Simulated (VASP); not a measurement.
Runs of VASP 6.6.1 on Rb2Hg. The structure is that of space group Fm-3m (No. 225), or close to it. The cells are those of the table. 

```tsv
task	level	cell	cutoff (eV)	gap on the mesh (eV)	pressure (GPa)
single point	r2SCAN	a = 6.326 Å, angles 60.0°, 3 atoms	520	none	-0.3
relaxation of cell and atoms	PBE	relaxed from a = 6.226 Å, angles 60.0°, 3 atoms	600	none	0.0
single point	PBE	a = 6.326 Å, angles 60.0°, 3 atoms	520	none	0.0
single point	PBEsol	a = 6.326 Å, angles 60.0°, 3 atoms	520	none	(a)
```

Alike in all rows: potentials or basis VASP PAW PBE potentials, release 64 (Rb_sv, Hg); no spin polarisation; k mesh 10 × 10 × 10; smearing gaussian 0.1 eV.

Q: Estimate the missing entries.

A: (a) -0.5.

Caveats: spin-orbit coupling is left out, which moves the levels of the heavy elements; the PAW data sets were made with another functional, which shifts forces and pressure a little (at least some runs).

A k mesh can miss the band edges, and the runs leave out spin-orbit coupling on Hg, Rb.

A gap of «none» marks levels without a gap at the run's occupations.
